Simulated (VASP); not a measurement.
# PbO (F-43m) in VASP: settings compared, part 2 of 2

VASP 6.6.1. The steps go on from the part before.

**4. Single point, r2SCAN**

File POSCAR:

```
PbO
1.0
    0.0000000000      2.7987768021      2.7987768021
    2.7987768021      0.0000000000      2.7987768021
    2.7987768021      2.7987768021      0.0000000000
Pb O
1 1
Direct
    0.0000000000      0.0000000000      0.0000000000
    0.2500000000      0.2500000000      0.2500000000
```

File INCAR.step1:

```
SYSTEM = PbO
PREC     = Accurate       ! precision mode
ENCUT    = 520            ! plane-wave cutoff, eV
ISMEAR   = 0              ! smearing method
SIGMA    = 0.01           ! smearing width, eV
LREAL    = .False.        ! projectors in reciprocal space
LASPH    = .True.         ! aspherical terms in the spheres
NELM     = 100            ! most SCF steps
NBANDS   = 17             ! bands
GGA      = PE             ! functional
ALGO     = Normal         ! electronic algorithm
EDIFF    = 1E-4           ! SCF threshold, eV
LWAVE    = .True.         ! write WAVECAR
LCHARG   = .False.        ! write CHGCAR
```

File INCAR.step2:

```
SYSTEM = PbO
PREC     = Accurate       ! precision mode
ENCUT    = 520            ! plane-wave cutoff, eV
EDIFF    = 1E-6           ! SCF threshold, eV
ISMEAR   = 0              ! smearing method
SIGMA    = 0.01           ! smearing width, eV
LREAL    = .False.        ! projectors in reciprocal space
LASPH    = .True.         ! aspherical terms in the spheres
NELM     = 100            ! most SCF steps
ALGO     = Normal         ! electronic algorithm
ISIF     = 2              ! what is computed and relaxed
LWAVE    = .False.        ! write WAVECAR
LCHARG   = .False.        ! write CHGCAR
METAGGA  = R2SCAN         ! meta-GGA
LMIXTAU  = .True.       
NBANDS   = 17             ! bands
ISTART   = 1
```

File KPOINTS:

```
regular mesh
0
Gamma
  6 6 6
  0 0 0
```

Potentials or basis: VASP PAW PBE potentials, release 64 (Pb_d, O).

Launch:

```sh
$ cat potpaw_PBE.64/Pb_d/POTCAR potpaw_PBE.64/O/POTCAR > POTCAR
$ cp INCAR.step1 INCAR
$ mpirun -np 1 vasp_std > vasp.out
$ cp INCAR.step2 INCAR
$ mpirun -np 1 vasp_std > vasp.out
```

OUTCAR:

```text
SYSTEM = PbO
   PREC = Accurate
   ENCUT = 520
   EDIFF = 1E-6
   ISMEAR = 0
   LREAL = .False.
   LASPH = .True.
   NELM = 100
   ISIF = 2
   METAGGA = R2SCAN
   ISTART = 1

 ion  position               nearest neighbor table
   1  0.000  0.000  0.000-   2 2.42   2 2.42   2 2.42   2 2.42
   2  0.250  0.250  0.250-   1 2.42   1 2.42   1 2.42   1 2.42

  LATTYP: Found a face centered cubic cell.
 ALAT       =     5.5975536042

  Lattice vectors:

 A1 = (   0.0000000000,   2.7987768021,   2.7987768021)
 A2 = (   2.7987768021,   0.0000000000,   2.7987768021)
 A3 = (   2.7987768021,   2.7987768021,   0.0000000000)

Analysis of symmetry for initial positions (statically):
=====================================================================
 Subroutine PRICEL returns:
 Original cell was already a primitive cell.

 Routine SETGRP: Setting up the symmetry group for a
 face centered cubic supercell.

 Subroutine GETGRP returns: Found 24 space group operations
 (whereof 24 operations were pure point group operations)
 out of a pool of 48 trial point group operations.

The static configuration has the point symmetry T_d .
[... 149 lines left out ...]
  free energy    TOTEN  =       -64.16674604 eV

  energy without entropy =      -64.16674604  energy(sigma->0) =      -64.16674604

 E-fermi :   4.5358     XC(G=0):  -9.9356

 val. band max:        4.4629597815   @ k =  -0.3333   0.5000   0.1667
 cond. band min:       5.1131062125   @ k =   0.5000   0.5000   0.0000
 fundamental gap:      0.6501464309
 Fermi energy:         4.5357729801

 k-point     1 :       0.0000    0.0000    0.0000
  band No.  band energies     occupation
      1     -14.2514      2.00000
      2     -12.4748      2.00000
      3     -12.4748      2.00000
      4     -12.4748      2.00000
      5     -12.3736      2.00000
      6     -12.3736      2.00000
[... 297 lines left out ...]
      4     -12.3485      2.00000
      5     -12.3333      2.00000
      6     -11.6662      2.00000
[... 9 lines left out ...]
     16      18.2142      0.00000
     17      20.1641      0.00000

------------------------ aborting loop because EDIFF is reached ----------------------------------------

  FORCE on cell =-STRESS in cart. coord.  units (eV):
  Direction    XX          YY          ZZ          XY          YZ          ZX
  --------------------------------------------------------------------------------------
  -------------------------------------------------------------------------------------
  Total        0.0756118      0.0756118      0.0756118      0.0000000      0.0000000      0.0000000
  in kB        2.7628995      2.7628995      2.7628995      0.0000000      0.0000000      0.0000000
  external PRESSURE =       2.7628995 kB  Pullay stress =       0.0000000 kB

 VOLUME and BASIS-vectors are now :
 -----------------------------------------------------------------------------
  energy-cutoff  :      520.00
  volume of cell :       43.85
      direct lattice vectors                 reciprocal lattice vectors
     0.000000000  2.798776802  2.798776802    -0.178649473  0.178649473  0.178649473
     2.798776802  0.000000000  2.798776802     0.178649473 -0.178649473  0.178649473
     2.798776802  2.798776802  0.000000000     0.178649473  0.178649473 -0.178649473

 POSITION                                       TOTAL-FORCE (eV/Angst)
 -----------------------------------------------------------------------------------
      0.00000      0.00000      0.00000        -0.000000     -0.000000     -0.000000
      1.39939      1.39939      1.39939         0.000000      0.000000      0.000000
 -----------------------------------------------------------------------------------
    total drift:                               -0.000000     -0.000000     -0.000000

  FREE ENERGIE OF THE ION-ELECTRON SYSTEM (eV)
  ---------------------------------------------------
  free  energy   TOTEN  =       -64.1667460431 eV

  energy  without entropy=      -64.1667460431  energy(sigma->0) =      -64.16674604
```

OUTCAR.step1:

```text
SYSTEM = PbO
   PREC = Accurate
   ENCUT = 520
   ISMEAR = 0
   LREAL = .False.
   LASPH = .True.
[... 531 lines left out ...]
      0.00000      0.00000      0.00000         0.000000     -0.000000      0.000000
      1.39939      1.39939      1.39939        -0.000000      0.000000     -0.000000
 -----------------------------------------------------------------------------------
    total drift:                               -0.000000     -0.000000     -0.000000

  FREE ENERGIE OF THE ION-ELECTRON SYSTEM (eV)
  ---------------------------------------------------
  free  energy   TOTEN  =       -10.3426362808 eV

  energy  without entropy=      -10.3426362808  energy(sigma->0) =      -10.34263628
```

It took 56 s on 1 thread of AMD EPYC 7R13 (Zen 3), shared host; peak memory 0.15 GiB.

Results:

```
Free energy            : -64.1667 eV
Pressure               : 0.3 GPa
Band gap on the k mesh : 0.65 eV, indirect (least direct gap 0.79 eV)
```

Caveat: the PAW data sets were made with another functional, which shifts forces and pressure a little; spin-orbit coupling is left out, which moves the levels of the heavy elements. A k mesh can miss the band edges.

**5. Single point, PBE**

File INCAR:

```
  ALGO = Normal
  EDIFF = 1E-6
  ENCUT = 520
  GGA = PE
  ISIF = 2
  ISMEAR = 0
  LASPH = True
  LCHARG = True
  LELF = True
  LREAL = False
  LVHAR = True
  LWAVE = False
  NBANDS = 17
  NELM = 100
  PREC = Accurate
  SIGMA = 0.01
```

File KPOINTS:

```
k-points
0
Gamma
  8 8 8
```

POSCAR is that of step 4.

Launch:

```sh
$ cat potpaw_PBE.64/Pb_d/POTCAR potpaw_PBE.64/O/POTCAR > POTCAR
$ mpirun -np 1 vasp_std > vasp.out
```

Run time: 27 s. Hardware: 1 thread of AMD EPYC 7R13 (Zen 3), shared host; peak memory 0.15 GiB.

Results (log left out):

```
Free energy            : -10.3426 eV
Pressure               : 2.4 GPa
Band gap on the k mesh : 0.43 eV, indirect (least direct gap 0.61 eV)
```

Levels at points of the mesh, in eV from the valence-band top:
```tsv
k point	band 7	band 8	band 9	band 10	band 11	band 12	band 13	band 14
(0.00, 0.00, 0.00)	-6.85	-2.28	-2.28	-2.28	5.27	5.27	5.27	8.16
(0.50, 0.00, 0.00)	-7.88	-2.75	-2.75	-2.22	2.42	5.47	5.47	8.75
(0.50, 0.50, 0.00)	-7.87	-3.53	-3.53	-0.18	0.43	5.87	5.87	6.38
```

Caveat: spin-orbit coupling is left out, which moves the levels of the heavy elements. A k mesh can miss the band edges.

**6. The runs side by side**

```csv
level,k mesh,gap on the mesh (eV),pressure (GPa)
PBE,6 × 6 × 6,0.47,2.4
r2SCAN,6 × 6 × 6,0.65,0.3
PBE,8 × 8 × 8,0.43,2.4
```

Alike in all rows: task single point; potentials or basis VASP PAW PBE potentials, release 64 (Pb_d, O); no spin polarisation; cell as given; cutoff (eV) 520; smearing gaussian 0.01 eV.

On the cell as given the gap runs from 0.43 eV (PBE) to 0.65 eV (r2SCAN); the meshes differ, which moves gaps too. The pressure there spans 0.3 GPa (r2SCAN) to 2.4 GPa (PBE); a positive pressure means that this level wants a larger cell, a negative one a smaller.

Caveats: spin-orbit coupling is left out, which moves the levels of the heavy elements; the PAW data sets were made with another functional, which shifts forces and pressure a little (some runs).

Absolute energies hang on the potentials; compare differences alone.
